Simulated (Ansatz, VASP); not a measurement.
**One calculation of MgO, two programs**

```
Mg O
1.0
     3.66950    0.00000    0.00000
    -1.83475    3.17788    0.00000
     0.00000    0.00000    4.19471
Mg O
2 2
Direct
  0.66667 0.33333 0.75000
  0.33333 0.66667 0.25000
  0.66667 0.33333 0.25000
  0.33333 0.66667 0.75000
```

Alike in both runs: task single point; functional PBEsol; k mesh 9 × 9 × 6; occupations gaussian, width 0.05 eV; no spin polarisation.

```csv
,VASP,Ansatz
version,VASP 6.6.1,Ansatz 0.2.0
potentials or method,"VASP PAW PBE potentials, release 64 (Mg, O), cutoff 520 eV","scalar-relativistic, plane waves, PAW"
valence electrons in the cell,16,32
```

VASP gave:

| Item | Value |
| --- | --- |
| gap on the k mesh at the Fermi level (eV) | 2.89 |
| least direct gap on the mesh (eV) | 2.89 |
| pressure (GPa) | -10.2 |
| traceless stress, the component that is largest in VASP (GPa) | 2.91 |

Estimate Ansatz's values.

gap on the k mesh at the Fermi level (eV): 2.90; least direct gap on the mesh (eV): 2.90; pressure (GPa): -9.7; traceless stress, the component that is largest in VASP (GPa): 2.96.

VASP's potentials were made for PBE, not for PBEsol, and Ansatz warns of the same on its side. VASP's potentials hold 16 valence electrons a cell and Ansatz's 32, so a difference there can come from the potentials and not from the codes.
